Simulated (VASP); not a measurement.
Input of a VASP 6.6.1 run:

File INCAR:

```
SYSTEM = HfN
  PREC = Accurate
  ENCUT = 520
  EDIFF = 1E-6
  ISMEAR = 0
  SIGMA = 0.3
  LREAL = .False.
  LASPH = .True.
  NELM = 100
  ALGO = Normal
  ISIF = 2
  LWAVE = .False.
  LCHARG = .False.
  GGA = PS
  NBANDS = 23
```

The input KPOINTS:

```
Automatic mesh
0
Gamma
  8 8 4
  0 0 0
```

File POSCAR:

```
HfN
1.0
    3.1339080200      0.0000000000      0.0000000000
   -1.5669540100      2.7140439600      0.0000000000
    0.0000000000      0.0000000000      5.4167677200
Hf N
2 2
Direct
    0.6666666667      0.3333333333      0.7500000000
    0.3333333333      0.6666666667      0.2500000000
    0.0000000000      0.0000000000      0.0000000000
    0.0000000000      0.0000000000      0.5000000000
```

Potentials or basis: VASP PAW PBE potentials, release 64 (Hf_pv, N).

Command:

```bash
$ cat potpaw_PBE.64/Hf_pv/POTCAR potpaw_PBE.64/N/POTCAR > POTCAR
$ mpirun -np 1 vasp_std > vasp.out
```

Question: Estimate the pressure.

Answer: -4.2 GPa.

Question: What does it give for the band gap on the k mesh?

Answer: Zero (band 15 reaches 9.62 eV, above the bottom of band 16 at 7.31 eV).

Caveat: the PAW data sets were made with another functional, which shifts forces and pressure a little; spin-orbit coupling is left out, which moves the levels of the heavy elements.
